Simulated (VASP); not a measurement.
Runs of VASP 6.6.1 on V. The structure is that of space group Im-3m (No. 229), or close to it. The cells are those of the table. 

```tsv
task	cell	cutoff (eV)	gap on the mesh (eV)	pressure (GPa)
relaxation of cell and atoms	relaxed from a = 2.563 Å, angles 109.5°, 1 atom	500	none	0.0
single point	a = 2.563 Å, angles 109.5°, 1 atom	500	none	0.1
relaxation of cell and atoms	relaxed to 78 GPa from a = 2.356 Å, angles 109.5°, 1 atom	600	none	78.0
single point	a = 2.356 Å, angles 109.5°, 1 atom	500	none	(a)
single point	a = 2.356 Å, angles 109.5°, 1 atom	520	none	79.2
```

Alike in all rows: level PBEsol; potentials or basis VASP PAW PBE potentials, release 64 (V_sv); no spin polarisation; k mesh 20 × 20 × 20; smearing fermi-dirac 0.05 eV.

Problem. Estimate the missing entries.

Solution. (a) 79.3.

Caveats: the PAW data sets were made with another functional, which shifts forces and pressure a little; the relaxation stopped at its first step, so nothing moved (some runs); the cell is relaxed towards a set pressure, so the enthalpy falls and the energy may rise (some runs).

A gap of «none» marks levels without a gap at the run's occupations.
